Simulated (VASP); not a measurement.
# Cr (Pm-3m) in VASP: notebook, part 2 of 2

VASP 6.6.1. The steps go on from the part before.

## 5. Relaxation of cell and atoms, PBE, collinear spin, ferromagnetic start, target pressure 29 GPa, at which the enthalpy is minimised

Contents of INCAR:

```
SYSTEM = Cr
PREC     = Accurate       ! precision mode
ENCUT    = 600            ! plane-wave cutoff, eV
EDIFF    = 1E-6           ! SCF threshold, eV
ISMEAR   = -1             ! smearing method
SIGMA    = 0.05           ! smearing width, eV
LREAL    = .False.        ! projectors in reciprocal space
LASPH    = .True.         ! aspherical terms in the spheres
NELM     = 150            ! most SCF steps
ALGO     = Normal         ! electronic algorithm
ISIF     = 3              ! what is computed and relaxed
LWAVE    = .False.        ! write WAVECAR
LCHARG   = .False.        ! write CHGCAR
ISPIN    = 2              ! spin polarisation
MAGMOM   = 2              ! initial moments
LORBIT   = 11             ! projections on sites
LMAXMIX  = 4              ! l up to which the mixer works
GGA      = PE             ! functional
IBRION   = 2              ! ionic algorithm
NSW      = 32             ! ionic steps
EDIFFG   = -0.005         ! ionic threshold
PSTRESS  = 290.0
```

Contents of KPOINTS:

```
regular mesh
0
Gamma
  17 17 17
  0 0 0
```

Contents of POSCAR:

```
Cr
1.0
    2.2475907346      0.0000000000      0.0000000000
    0.0000000000      2.2475907346      0.0000000000
    0.0000000000      0.0000000000      2.2475907346
Cr
1
Direct
    0.0000000000      0.0000000000      0.0000000000
```

Potentials or basis: VASP PAW PBE potentials, release 64 (Cr_pv).

Command:

```sh
$ cat potpaw_PBE.64/Cr_pv/POTCAR > POTCAR
$ mpirun -np 1 vasp_std > vasp.out
```

OUTCAR:

```text
SYSTEM = Cr
   PREC = Accurate
   ENCUT = 600
   EDIFF = 1E-6
   ISMEAR = -1
   LREAL = .False.
   LASPH = .True.
   NELM = 150
   ISIF = 3
   ISPIN = 2
   LORBIT = 11
   GGA = PE
   IBRION = 2
   NSW = 32
   EDIFFG = -0.005
   PSTRESS = 290.0

 ion  position               nearest neighbor table
   1  0.000  0.000  0.000-

  LATTYP: Found a simple cubic cell.
 ALAT       =     2.2475907346

  Lattice vectors:

 A1 = (   2.2475907346,   0.0000000000,   0.0000000000)
 A2 = (   0.0000000000,   2.2475907346,   0.0000000000)
 A3 = (   0.0000000000,   0.0000000000,   2.2475907346)

Analysis of symmetry for initial positions (statically):
=====================================================================
 Subroutine PRICEL returns:
 Original cell was already a primitive cell.

 Routine SETGRP: Setting up the symmetry group for a
 simple cubic supercell.

 Subroutine GETGRP returns: Found 48 space group operations
[... 9 lines left out ...]

 Routine SETGRP: Setting up the symmetry group for a
 simple cubic supercell.

 Subroutine GETGRP returns: Found 48 space group operations
 (whereof 48 operations were pure point group operations)
 out of a pool of 48 trial point group operations.

The dynamic configuration has the point symmetry O_h .

Analysis of structural, dynamic, and magnetic symmetry:
=====================================================================
 Subroutine PRICEL returns:
 Original cell was already a primitive cell.

 Routine SETGRP: Setting up the symmetry group for a
 simple cubic supercell.

 Subroutine GETGRP returns: Found 48 space group operations
 (whereof 48 operations were pure point group operations)
 out of a pool of 48 trial point group operations.

The overall configuration has the point symmetry O_h .

 Subroutine INISYM returns: Found 48 space group operations
[... 5 lines left out ...]
                                     Primitive cell

  volume of cell :      11.3541

  direct lattice vectors                    reciprocal lattice vectors
     2.247590735  0.000000000  0.000000000     0.444920859  0.000000000  0.000000000
     0.000000000  2.247590735  0.000000000     0.000000000  0.444920859  0.000000000
     0.000000000  0.000000000  2.247590735     0.000000000  0.000000000  0.444920859

  length of vectors
     2.247590735  2.247590735  2.247590735     0.444920859  0.444920859  0.444920859

  position of ions in fractional coordinates (direct lattice)
     0.000000000  0.000000000  0.000000000

  ion indices of the primitive-cell ions
   primitive index   ion index
                 1           1

----------------------------------------------------------------------------------------

 KPOINTS: regular mesh

Automatic generation of k-mesh.
 Grid dimensions read from file:
 generate k-points for:   17   17   17

 Generating k-lattice:

  Cartesian coordinates                     Fractional coordinates (reciprocal lattice)
     0.026171815  0.000000000  0.000000000     0.058823529  0.000000000  0.000000000
     0.000000000  0.026171815  0.000000000     0.000000000  0.058823529  0.000000000
     0.000000000  0.000000000  0.026171815     0.000000000  0.000000000  0.058823529

  Length of vectors
     0.026171815  0.026171815  0.026171815

  Shift w.r.t. Gamma in fractional coordinates (k-lattice)
     0.000000000  0.000000000  0.000000000

 Subroutine IBZKPT returns following result:
 ===========================================
[... 35 lines left out ...]
   ions per type =               1
   NGX,Y,Z   is equivalent  to a cutoff of  13.31, 13.31, 13.31 a.u.
   NGXF,Y,Z  is equivalent  to a cutoff of  26.63, 26.63, 26.63 a.u.
 SYSTEM =  Cr
   PREC   = accura    normal or accurate (medium, high low for compatibility)
   ISTART =      0    job   : 0-new  1-cont  2-samecut
   ICHARG =      2    charge: 1-file 2-atom 10-const
   ISPIN  =      2    spin polarized calculation?
   LNONCOLLINEAR =      F non collinear calculations
   LSORBIT =      F    spin-orbit coupling
   LASPH  =      T    aspherical Exc in radial PAW
   ENCUT  =  600.0 eV  44.10 Ry    6.64 a.u.   4.49  4.49  4.49*2*pi/ulx,y,z
   NELM   =    150;   NELMIN=  2; NELMDL= -5     # of ELM steps
   EDIFF  = 0.1E-05   stopping-criterion for ELM
   LREAL  =      F    real-space projection
   EDIFFG = -.5E-02   stopping-criterion for IOM
   NSW    =     32    number of steps for IOM
   IBRION =      2    ionic relax: 0-MD 1-quasi-New 2-CG
   NFREE  =      1    steps in history (QN), initial steepest desc. (CG)
   ISIF   =      3    stress and relaxation
   ISYM   =      2    0-nonsym 1-usesym 2-fastsym
   POTIM  = 0.5000    time-step for ionic-motion
   TEBEG  =    0.0;   TEEND  =   0.0 temperature during run
   PSTRESS=  290.0 pullay stress
   NELECT =      12.0000    total number of electrons
   NUPDOWN=      -1.0000    fix difference up-down
   EMIN   =  10.00;   EMAX   =-10.00  energy-range for DOS
   EFERMI =   0.00;   METHOD = LEGACY
   ISMEAR =    -1;   SIGMA  =   0.05  broadening in eV -4-tet -1-fermi 0-gaus
   EFERMI_NEDOS =   21; number of points for ismear=-14 and -15
   IALGO  =     38    algorithm
   IMIX   =      4    mixing-type and parameters
     AMIX     =   0.40;   BMIX     =  1.00
     AMIX_MAG =   1.60;   BMIX_MAG =  1.00
  volume/ion in A,a.u.               =      11.35        76.62
  Fermi-wavevector in a.u.,A,eV,Ry     =   1.667572  3.151255 37.835047  2.780797
  Thomas-Fermi vector in A             =   2.753571
   LORBIT       =     11    0 simple, 1 ext, 2 COOP (PROOUT), +10 PAW based schemes
   GGA     = PE    functional components
   LHFCALC =     F    Hartree Fock is set to
   AEXX    =    0.0000 exact exchange contribution
   IVDW    =     0    specifies the selected vdW correction
   LEPSILON=     F    determine dielectric tensor
   LRPA    =     F    only Hartree local field effects (RPA)
 conjugate gradient relaxation of ions
 spin polarized calculation
  energy-cutoff  :      600.00
  volume of cell :       11.35
 maximum number of plane-waves:       392
 NGX is ok and might be reduce to    18
   NGX =  9   NGY =  9   NGZ =  9

--------------------------------------- Ionic step        1  -------------------------------------------

 number of electron      12.0000002 magnetization       0.0002756

 number of electron      12.0000002 magnetization      -0.0000440

 Free energy of the ion-electron system (eV)
  ---------------------------------------------------
  ext. energy  EPLUGINS =         0.00000000
  ---------------------------------------------------
  free energy    TOTEN  =        -8.39077374 eV

  energy without entropy =       -8.38174396  energy(sigma->0) =       -8.38625885

------------------------ aborting loop because EDIFF is reached ----------------------------------------

  FORCE on cell =-STRESS in cart. coord.  units (eV):
  Direction    XX          YY          ZZ          XY          YZ          ZX
  --------------------------------------------------------------------------------------
  -------------------------------------------------------------------------------------
  Total        2.0633640      2.0633640      2.0633640     -0.0000000     -0.0000000      0.0000000
  in kB      291.1620283    291.1620283    291.1620283     -0.0000000     -0.0000000      0.0000000
  external PRESSURE =       1.1620283 kB  Pullay stress =     290.0000000 kB
[... 65 lines left out ...]
 number of electron      12.0000002 magnetization       0.0000004

 number of electron      12.0000002 magnetization      -0.0000013

 Free energy of the ion-electron system (eV)
  ---------------------------------------------------
  ext. energy  EPLUGINS =         0.00000000
  ---------------------------------------------------
  free energy    TOTEN  =        -8.39153692 eV

  energy without entropy =       -8.38250399  energy(sigma->0) =       -8.38702045

 E-fermi :  11.3133     XC(G=0): -13.6321

 val. band max:       11.2814883700   @ k =   0.4706   0.2941   0.1765
 cond. band min:      11.3158642046   @ k =   0.4118   0.2941   0.1176
 fundamental gap:      0.0343758346
 Fermi energy:        11.3133196113

 spin component 1

 k-point     1 :       0.0000    0.0000    0.0000
  band No.  band energies     occupation
      1     -31.0489      1.00000
      2     -31.0489      1.00000
      3     -31.0489      1.00000
      4       3.5359      1.00000
      5       7.6064      1.00000
      6       7.6064      1.00000
      7      14.1990      0.00000
      8      14.1990      0.00000
      9      14.1990      0.00000
     10      18.9433      0.00000
     11      32.4710      0.00000
[... 310 lines left out ...]
  band No.  band energies     occupation
      1     -32.4638      1.00000
      2     -31.1035      1.00000
      3     -30.9016      1.00000
      4       8.3082      1.00000
      5       8.9310      1.00000
      6       9.4089      1.00000
      7      11.9461      0.00000
      8      13.2110      0.00000
      9      14.1135      0.00000
     10      18.9370      0.00000
     11      19.8517      0.00000

 [... further k-points ...]

 spin component 2

 k-point     1 :       0.0000    0.0000    0.0000
  band No.  band energies     occupation
      1     -31.0489      1.00000
      2     -31.0489      1.00000
      3     -31.0489      1.00000
      4       3.5359      1.00000
      5       7.6064      1.00000
      6       7.6064      1.00000
      7      14.1990      0.00000
      8      14.1990      0.00000
      9      14.1990      0.00000
     10      18.9433      0.00000
     11      32.4710      0.00000
[... 354 lines left out ...]
  energy  without entropy=       -8.3825039864  energy(sigma->0) =       -8.38702045

  enthalpy is  TOTEN    =        -6.3356463719 eV   P V=        2.0558905467

 reached required accuracy - stopping structural energy minimisation

 total charge

# of ion       s       p       d       tot
------------------------------------------
    1        0.476   6.354   4.507  11.337

 magnetization (x)

# of ion       s       p       d       tot
------------------------------------------
    1        0.000  -0.000   0.000   0.000
```

It took 78 s on 1 thread of Intel Xeon 8259CL, shared host; peak memory 0.16 GiB.

Results:

```yaml
Free_energy: -8.3915 eV
Relaxed_volume: 11.36 Å³/atom
Relaxed_cell: a = 2.248 Å, b = 2.248 Å, c = 2.248 Å, α = 90.00°, β = 90.00°, γ = 90.00°
Space_group_after_relaxing_to_0.05_Å: Pm-3m (No. 221)
Energy_change_on_relaxing_the_enthalpy_is_what_falls: -0.8 meV/atom
Ionic_steps: 3
Pressure_after_relaxing: 29.0 GPa
Band_gap_on_the_k_mesh: zero (filled and empty bands overlap)
Net_moment: 0.00 μB per cell
Valence_electrons_inside_the_program's_atomic_spheres: Cr 11.34
```

The path:
| step | energy change (eV) | largest force (eV/Å) | pressure (GPa) | volume (Å³) |
| --- | --- | --- | --- | --- |
| 1 | 0.0000 | 0.0000 | 29.12 | 11.35 |
| 2 | -0.0024 | 0.0000 | 28.74 | 11.37 |
| 3 | -0.0008 | 0.0000 | 28.95 | 11.36 |

Final structure:
```xyz
1
Lattice="2.2479 0.0000 0.0000 0.0000 2.2479 0.0000 0.0000 0.0000 2.2479" Properties=species:S:1:pos:R:3 pbc="T T T"
Cr    0.0000    0.0000    0.0000
```

Levels at points of the mesh, in eV from the Fermi level:
Spin up:
| k point | band 3 | band 4 | band 5 | band 6 | band 7 | band 8 | band 9 | band 10 |
| --- | --- | --- | --- | --- | --- | --- | --- | --- |
| (0.00, 0.00, 0.00) | -42.36 | -7.78 | -3.71 | -3.71 | 2.89 | 2.89 | 2.89 | 7.63 |
Spin down:
```csv
k point,band 3,band 4,band 5,band 6,band 7,band 8,band 9,band 10
"(0.00, 0.00, 0.00)",-42.36,-7.78,-3.71,-3.71,2.89,2.89,2.89,7.63
```

Caveat: the starting moments collapsed, and a magnetic state may lie lower; the cell is relaxed towards a set pressure, so the enthalpy falls and the energy may rise.
